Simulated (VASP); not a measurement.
A run of VASP 6.6.1 is set up as follows.

The input POSCAR:

```
TiAl
1.0
    3.2001180175      0.0000000000      0.0000000000
    0.0000000000      3.2001180175      0.0000000000
    0.0000000000      0.0000000000      3.2001180175
Ti Al
1 1
Direct
    0.0000000000      0.0000000000      0.0000000000
    0.5000000000      0.5000000000      0.5000000000
```

File INCAR.step1:

```
ALGO = Normal ; EDIFF = 1E-4
ENCUT = 520 ; GGA = PE
ISMEAR = -1 ; LASPH = T
LCHARG = F ; LREAL = F
LWAVE = T ; NBANDS = 14
NELM = 60 ; PREC = Accurate
SIGMA = 0.05
```

INCAR.step2

```
ALGO = Normal ; EDIFF = 1E-7
ENCUT = 520 ; ISIF = 2
ISMEAR = -1 ; ISTART = 1
LASPH = T ; LCHARG = F
LMIXTAU = T ; LREAL = F
LWAVE = F ; METAGGA = R2SCAN
NBANDS = 14 ; NELM = 60
PREC = Accurate ; SIGMA = 0.05
```

File KPOINTS:

```
k-points
0
Gamma
  8 8 8
```

Potentials or basis: VASP PAW PBE potentials, release 64 (Ti_sv, Al).

The run is started by

```sh
$ cat potpaw_PBE.64/Ti_sv/POTCAR potpaw_PBE.64/Al/POTCAR > POTCAR
$ cp INCAR.step1 INCAR
$ mpirun -np 1 vasp_std > vasp.out
$ cp INCAR.step2 INCAR
$ mpirun -np 1 vasp_std > vasp.out
```

Task: What does it give for the pressure?

Result: -2.8 GPa.

Caveat: the PAW data sets were made with another functional, which shifts forces and pressure a little.
